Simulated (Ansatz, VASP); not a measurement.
**Two plane-wave programs on HfN**

```
Hf N
1.0
     0.00000    2.38759    2.38759
     2.38759    0.00000    2.38759
     2.38759    2.38759    0.00000
Hf N
1 1
Direct
  0.00000 0.00000 0.00000
  0.50000 0.50000 0.50000
```

Change from the starting cell: strain +0.050 along x and y, +0.050 along z, atoms carried along.

Alike in both runs: task single point; functional PBE; k mesh 22 × 22 × 22; occupations gaussian, width 0.15 eV; no spin polarisation.

|  | VASP | Ansatz |
| --- | --- | --- |
| version | VASP 6.6.1 | Ansatz 0.2.0 |
| potentials or method | VASP PAW PBE potentials, release 64 (Hf_pv, N), cutoff 520 eV | scalar-relativistic, plane waves, PAW |
| valence electrons in the cell | 15 | 31 |

```csv
,VASP,Ansatz,Ansatz less VASP
gap on the k mesh at the Fermi level (eV),none,none,-
pressure (GPa),-29.9,-28.1,+1.75
```

A gap of «none» marks a metal or a gap that the smearing closes. Both programs put the cell under strong tension, so it lies far from rest at this level. VASP's potentials hold 15 valence electrons a cell and Ansatz's 31, so a difference there can come from the potentials and not from the codes.

Neither program's run includes spin-orbit coupling.
